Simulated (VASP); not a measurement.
The system is SiNi.

```
Si Ni
1.0
     3.05528    0.00000    0.00000
     0.00000    3.25831    0.00000
     0.00000    0.00000    4.70939
Si Ni
2 2
Direct
  0.50000 0.50000 0.84318
  0.00000 0.00000 0.15682
  0.50000 0.50000 0.34231
  0.00000 0.00000 0.65769
```

- Program: VASP 6.6.1
- Task: relaxation of cell and atoms
- Functional: PBE
- Dispersion: D3(BJ)
- Potentials or basis: VASP PAW PBE potentials, release 64 (Si, Ni)
- Cutoff: 600 eV
- k mesh: 14 × 12 × 10
- Occupations: gaussian, width 0.1 eV
- Spin: no spin polarisation

At the start: pressure -6.3 GPa; volume 11.72 Å³/atom.

Question: Where does the relaxation end?

Answer: Over 22 steps the energy falls by 9.2 meV/atom and the volume is 11.26 Å³/atom (-3.9 %); space group Pmmn (No. 59, to 0.1 Å) before and after.

The path:
| step | energy change (eV) | largest force (eV/Å) | pressure (GPa) | volume (Å³) |
| --- | --- | --- | --- | --- |
| 1 | 0.0000 | 0.0250 | -6.26 | 46.88 |
| 2 | -0.0047 | 0.2259 | 6.56 | 43.84 |
| 3 | -0.0330 | 0.1031 | -0.02 | 45.26 |
| 4 | -0.0358 | 0.0318 | 0.04 | 45.15 |
| 5 | -0.0360 | 0.0226 | -0.09 | 45.12 |
| 6 | -0.0360 | 0.0208 | 0.06 | 45.11 |
| 7 | -0.0360 | 0.0216 | 0.04 | 45.11 |
| 8 | -0.0361 | 0.0007 | -0.10 | 45.12 |
| 9 | -0.0362 | 0.0295 | -0.13 | 45.14 |
| 10 | -0.0363 | 0.0239 | -0.14 | 45.11 |
| 11 | -0.0364 | 0.0084 | 0.41 | 45.02 |
| 12 | -0.0364 | 0.0138 | 0.30 | 45.05 |
| 13 | -0.0365 | 0.0101 | 0.13 | 45.05 |
| 14 | -0.0365 | 0.0158 | 0.11 | 45.07 |
| 15 | -0.0365 | 0.0353 | -0.09 | 45.10 |
| 16 | -0.0366 | 0.0231 | -0.08 | 45.08 |
| 17 | -0.0366 | 0.0214 | 0.04 | 45.08 |
| 18 | -0.0366 | 0.0175 | -0.06 | 45.09 |
| 19 | -0.0366 | 0.0093 | -0.15 | 45.10 |
| 20 | -0.0366 | 0.0050 | -0.02 | 45.07 |
| 21 | -0.0366 | 0.0049 | -0.09 | 45.07 |
| 22 | -0.0366 | 0.0050 | 0.02 | 45.06 |

Final structure:
```
Si Ni
1.0
     2.97701    0.00000    0.00000
     0.00000    3.23484    0.00000
     0.00000    0.00000    4.67861
Si Ni
2 2
Direct
  0.50000 0.50000 0.84417
  0.00000 0.00000 0.15583
  0.50000 0.50000 0.34344
  0.00000 0.00000 0.65656
```
